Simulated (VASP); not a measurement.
# Na (P6_3/mmc) in VASP: further runs, part 2 of 2

VASP 6.6.1.

## Step 4: Single point, r2SCAN (strain +0.025 along x and y, -0.025 along z)

File POSCAR:

```
Na
1.0
    3.8611760225      0.0000000000      0.0000000000
   -1.9305880113      3.3438765240      0.0000000000
    0.0000000000      0.0000000000      6.0001500000
Na
2
Direct
    0.3333333333      0.6666666667      0.2500000000
    0.6666666667      0.3333333333      0.7500000000
```

File INCAR.step1:

```
PREC     = Accurate       # precision mode
ENCUT    = 520            # plane-wave cutoff, eV
ISMEAR   = 0              # smearing method
SIGMA    = 0.15           # smearing width, eV
LREAL    = False          # projectors in reciprocal space
LASPH    = True           # aspherical terms in the spheres
NELM     = 100            # most SCF steps
NBANDS   = 14             # bands
GGA      = PE             # functional
ALGO     = Normal         # electronic algorithm
EDIFF    = 1E-4           # SCF threshold, eV
LWAVE    = True           # write WAVECAR
LCHARG   = False          # write CHGCAR
```

File INCAR.step2:

```
PREC     = Accurate       # precision mode
ENCUT    = 520            # plane-wave cutoff, eV
EDIFF    = 1E-6           # SCF threshold, eV
ISMEAR   = 0              # smearing method
SIGMA    = 0.15           # smearing width, eV
LREAL    = False          # projectors in reciprocal space
LASPH    = True           # aspherical terms in the spheres
NELM     = 100            # most SCF steps
ALGO     = Normal         # electronic algorithm
ISIF     = 2              # what is computed and relaxed
LWAVE    = False          # write WAVECAR
LCHARG   = True           # write CHGCAR
METAGGA  = R2SCAN         # meta-GGA
LMIXTAU  = True         
LELF     = True           # ELF
LVHAR    = True         
NBANDS   = 14             # bands
ISTART   = 1
```

File KPOINTS:

```
Automatic mesh
0
Gamma
  12 12 8
```

Potentials or basis: VASP PAW PBE potentials, release 64 (Na_pv).

Command:

```sh
cat potpaw_PBE.64/Na_pv/POTCAR > POTCAR
cp INCAR.step1 INCAR
mpirun -np 1 vasp_std > vasp.out
cp INCAR.step2 INCAR
mpirun -np 1 vasp_std > vasp.out
```

OUTCAR:

```text
PREC = Accurate
   ENCUT = 520
   EDIFF = 1E-6
   ISMEAR = 0
   LREAL = False
   LASPH = True
   NELM = 100
   ISIF = 2
   METAGGA = R2SCAN
   ISTART = 1

 ion  position               nearest neighbor table
   1  0.333  0.667  0.250-
   2  0.667  0.333  0.750-

  LATTYP: Found a hexagonal cell.
 ALAT       =     3.8611760225
 C/A-ratio  =     1.5539695588

  Lattice vectors:

 A1 = (   3.8611760225,   0.0000000000,   0.0000000000)
[... 593 lines left out ...]
     14       9.8447      0.00000

 [... further k-points ...]

------------------------ aborting loop because EDIFF is reached ----------------------------------------

  FORCE on cell =-STRESS in cart. coord.  units (eV):
  Direction    XX          YY          ZZ          XY          YZ          ZX
  --------------------------------------------------------------------------------------
  -------------------------------------------------------------------------------------
  Total       -0.1551771     -0.1551771      0.0293007      0.0000000      0.0000000      0.0000000
  in kB       -3.2092705     -3.2092705      0.6059783      0.0000000      0.0000000      0.0000000
  external PRESSURE =      -1.9375209 kB  Pullay stress =       0.0000000 kB

 VOLUME and BASIS-vectors are now :
 -----------------------------------------------------------------------------
  energy-cutoff  :      520.00
  volume of cell :       77.47
      direct lattice vectors                 reciprocal lattice vectors
     3.861176023  0.000000000  0.000000000     0.258988452  0.149527052  0.000000000
    -1.930588011  3.343876524  0.000000000     0.000000000  0.299054105  0.000000000
     0.000000000  0.000000000  6.000150000     0.000000000  0.000000000  0.166662500

 POSITION                                       TOTAL-FORCE (eV/Angst)
 -----------------------------------------------------------------------------------
     -0.00000      2.22925      1.50004         0.000000     -0.000000     -0.000000
      1.93059      1.11463      4.50011        -0.000000      0.000000      0.000000
 -----------------------------------------------------------------------------------
    total drift:                               -0.000000      0.000000      0.000000

  FREE ENERGIE OF THE ION-ELECTRON SYSTEM (eV)
  ---------------------------------------------------
  free  energy   TOTEN  =        -7.1097615143 eV

  energy  without entropy=       -7.1014332385  energy(sigma->0) =       -7.10559738
```

Run time: 7.9 min. Hardware: 1 thread of Oxide Virtual Turin-like, shared host; peak memory 0.21 GiB.

Results:

```
Free energy            : -7.1098 eV
Pressure               : -0.2 GPa
Band gap on the k mesh : zero (bands 7 and 8 overlap by 4.28 eV)
```

Stress tensor (GPa, compression positive):
```
-0.32  0.00  0.00
 0.00 -0.32  0.00
 0.00  0.00  0.06
```

Caveat: the cell differs from its parent crystal (strain +0.025 along x and y, -0.025 along z); the PAW data sets were made with another functional, which shifts forces and pressure a little.

## Step 5: Single point, r2SCAN (strain +0.050 along x and y, -0.050 along z)

File POSCAR:

```
Na
1.0
    3.9553510475      0.0000000000      0.0000000000
   -1.9776755237      3.4254344880      0.0000000000
    0.0000000000      0.0000000000      5.8463000000
Na
2
Direct
    0.3333333333      0.6666666667      0.2500000000
    0.6666666667      0.3333333333      0.7500000000
```

File INCAR.step1:

```
SYSTEM = Na
  ALGO = Normal
  EDIFF = 1E-4
  ENCUT = 520
  GGA = PE
  ISMEAR = 0
  LASPH = .True.
  LCHARG = .False.
  LREAL = .False.
  LWAVE = .True.
  NBANDS = 14
  NELM = 60
  PREC = Accurate
  SIGMA = 0.15
```

File INCAR.step2:

```
SYSTEM = Na
  ALGO = Normal
  EDIFF = 1E-6
  ENCUT = 520
  ISIF = 2
  ISMEAR = 0
  ISTART = 1
  LASPH = .True.
  LCHARG = .True.
  LELF = .True.
  LMIXTAU = .True.
  LREAL = .False.
  LVHAR = .True.
  LWAVE = .False.
  METAGGA = R2SCAN
  NBANDS = 14
  NELM = 60
  PREC = Accurate
  SIGMA = 0.15
```

File KPOINTS:

```
k-points
0
Gamma
  12 12 8
  0 0 0
```

Command:

```sh
cat potpaw_PBE.64/Na_pv/POTCAR > POTCAR
cp INCAR.step1 INCAR
mpirun -np 1 vasp_std > vasp.out
cp INCAR.step2 INCAR
mpirun -np 1 vasp_std > vasp.out
```

Run time: 6.4 min. Hardware: 1 thread of Oxide Virtual Turin-like, shared host; peak memory 0.21 GiB.

It converged, with:

* Free energy: -7.0961 eV
* Pressure: -0.3 GPa
* Band gap on the k mesh: zero (bands 7 and 8 overlap by 4.07 eV)

Stress tensor (GPa, compression positive):
```
-0.63  0.00  0.00
 0.00 -0.63  0.00
 0.00  0.00  0.34
```

Levels at points of the mesh, in eV from the Fermi level:
```csv
k point,band 3,band 4,band 5,band 6,band 7,band 8,band 9,band 10,band 11,band 12
"(0.00, 0.00, 0.00)",-26.09,-26.08,-26.08,-26.08,-3.36,1.01,1.71,9.46,9.46,9.78
"(0.50, 0.00, 0.00)",-26.10,-26.09,-26.09,-26.08,-0.01,0.17,4.20,4.23,4.90,5.02
"(0.00, 0.00, 0.50)",-26.09,-26.09,-26.08,-26.08,-2.16,-2.16,6.89,6.89,10.12,10.12
"(0.50, 0.00, 0.50)",-26.09,-26.09,-26.09,-26.09,0.94,0.94,1.57,1.57,7.69,7.69
```

Caveat: the cell differs from its parent crystal (strain +0.050 along x and y, -0.050 along z); the PAW data sets were made with another functional, which shifts forces and pressure a little.

## Step 6: Summary

| cell | gap on the mesh (eV) | pressure (GPa) |
| --- | --- | --- |
| a = 3.861, b = 3.861, c = 5.846 Å, angles 90.0, 90.0, 120.0°, 2 atoms | none | 0.0 |
| a = 3.767, b = 3.767, c = 6.308 Å, angles 90.0, 90.0, 120.0°, 2 atoms | none | -0.1 |
| a = 3.861, b = 3.861, c = 6.000 Å, angles 90.0, 90.0, 120.0°, 2 atoms | none | -0.2 |
| a = 3.955, b = 3.955, c = 5.846 Å, angles 90.0, 90.0, 120.0°, 2 atoms | none | -0.3 |

Alike in all rows: task single point; level r2SCAN; potentials or basis VASP PAW PBE potentials, release 64 (Na_pv); no spin polarisation; k mesh 12 × 12 × 8; cutoff (eV) 520; smearing gaussian 0.15 eV.

Caveats: the PAW data sets were made with another functional, which shifts forces and pressure a little.

Total energies depend on the potentials used, so only differences within one code and one set of settings carry meaning.
